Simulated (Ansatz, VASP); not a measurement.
# Two plane-wave programs on SnO2

```xyz
12
Lattice="3.1381 1.8118 5.1762 -3.1381 1.8118 5.1762 0.0000 -3.6236 5.1762" Properties=species:S:1:pos:R:3 pbc="T T T"
Sn    0.0000    0.0000   13.4273
Sn    0.0000   -1.8118    8.2533
Sn   -1.5690    0.9059    8.2533
Sn    1.5690    0.9059    8.2533
O    -1.5686   -0.9056    7.0925
O     1.5686   -0.9056    7.0925
O     0.0000    1.8112    7.0925
O     0.0000    0.0000    9.4136
O     0.0000    0.0000    1.9173
O     0.0000   -1.8123    4.2363
O    -1.5695    0.9062    4.2363
O     1.5695    0.9062    4.2363
```

Alike in both runs: task single point; functional PBEsol; k mesh 6 × 6 × 6; occupations gaussian, width 0.05 eV; no spin polarisation.

|  | VASP | Ansatz |
| --- | --- | --- |
| version | VASP 6.6.1 | Ansatz 0.2.0 |
| potentials or method | VASP PAW PBE potentials, release 64 (Sn_d, O), cutoff 520 eV | scalar-relativistic, plane waves, PAW |
| valence electrons in the cell | 104 | 104 |

VASP gave:

```
gap on the k mesh at the Fermi level (eV)                     : 2.21
least direct gap on the mesh (eV)                             : 2.22
pressure (GPa)                                                : -5.6
traceless stress, the component that is largest in VASP (GPa) : -9.00
rms of the force components (eV/Å)                            : 0.796
```

Question: Which values does Ansatz return?

Answer: gap on the k mesh at the Fermi level (eV): 2.24; least direct gap on the mesh (eV): 2.25; pressure (GPa): -6.2; traceless stress, the component that is largest in VASP (GPa): -8.75; rms of the force components (eV/Å): 0.828.

VASP's potentials were made for PBE, not for PBEsol, and Ansatz warns of the same on its side. Atom by atom the forces differ by 0.031 eV/Å (rms over components).
